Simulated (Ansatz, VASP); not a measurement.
## MgZn5O6: VASP beside Ansatz

Contents of INCAR:

```
PREC = Accurate
ENCUT = 520
EDIFF = 1E-6
ISMEAR = 0
SIGMA = 0.1
LREAL = False
LASPH = True
NELM = 100
ALGO = Normal
ISIF = 2
LWAVE = False
LCHARG = False
GGA = PE
NBANDS = 61
```

The input KPOINTS:

```
Automatic mesh
0
Gamma
  4 4 1
```

File POSCAR:

```
MgZn5O6
1.0
    3.2708702464      0.0000000000      0.0000000000
    0.0000000000      3.2708702464      0.0000000000
    0.0000000000      0.0000000000     13.7851629318
Mg Zn O
1 5 6
Direct
    0.0000000000      0.0000000000      0.5000000000
    1.0000000000      0.0000000000      0.8328971752
    0.5000000000      0.5000000000      0.0000000000
    0.0000000000      0.0000000000      0.1671028248
    0.5000000000      0.5000000000      0.3343057567
    0.5000000000      0.5000000000      0.6656942433
    0.5000000000      0.0000000000      0.0835536515
    0.0000000000      0.5000000000      0.2506189228
    0.5000000000      0.0000000000      0.4183919996
    0.0000000000      0.5000000000      0.5816080004
    0.5000000000      0.0000000000      0.7493810772
    0.0000000000      0.5000000000      0.9164463485
```

Input for Ansatz:

```yaml
crystal:
  lattice:
    - [3.2708702464, 0.0, 0.0]
    - [0.0, 3.2708702464, 0.0]
    - [0.0, 0.0, 13.7851629318]
  atoms:
    - { symbol: Mg, position: [0.0, 0.0, 0.5] }
    - { symbol: Zn, position: [1.0, 0.0, 0.8328971752] }
    - { symbol: Zn, position: [0.5, 0.5, 0.0] }
    - { symbol: Zn, position: [0.0, 0.0, 0.1671028248] }
    - { symbol: Zn, position: [0.5, 0.5, 0.3343057567] }
    - { symbol: Zn, position: [0.5, 0.5, 0.6656942433] }
    - { symbol: O, position: [0.5, 0.0, 0.0835536515] }
    - { symbol: O, position: [0.0, 0.5, 0.2506189228] }
    - { symbol: O, position: [0.5, 0.0, 0.4183919996] }
    - { symbol: O, position: [0.0, 0.5, 0.5816080004] }
    - { symbol: O, position: [0.5, 0.0, 0.7493810772] }
    - { symbol: O, position: [0.0, 0.5, 0.9164463485] }
basis:
  ecutwfc: 420
kpoints:
  mp_grid: { grid: [4, 4, 1] }
hamiltonian:
  xc: pbe
scf:
  occupations: { method: gaussian, width: 0.1 }
  lower_state_search: "off"
output:
  forces: true
  stress: true
  eigenvalues: true
```

Alike in both runs: task single point; functional PBE; k mesh 4 × 4 × 1; occupations gaussian, width 0.1 eV; no spin polarisation.

|  | VASP | Ansatz |
| --- | --- | --- |
| version | VASP 6.6.1 | Ansatz 0.2.0 |
| potentials or method | VASP PAW PBE potentials, release 64 (Mg, Zn, O), cutoff 520 eV | scalar-relativistic, plane waves, PAW |
| valence electrons in the cell | 98 | 106 |

```tsv
	VASP	Ansatz	Ansatz less VASP
gap on the k mesh at the Fermi level (eV)	0.94	0.95	+0.016
least direct gap on the mesh (eV)	0.94	0.95	+0.016
pressure (GPa)	0.6	0.0	-0.62
traceless stress, the component that is largest in VASP (GPa)	-0.11	-0.12	-0.010
rms of the force components (eV/Å)	0.020	0.004	-0.0165
```

Atom by atom the forces differ by 0.018 eV/Å (rms over components). VASP's potentials hold 98 valence electrons a cell and Ansatz's 106, so a difference there can come from the potentials and not from the codes.

The k mesh is coarse, so the values compare programs but aren't converged.
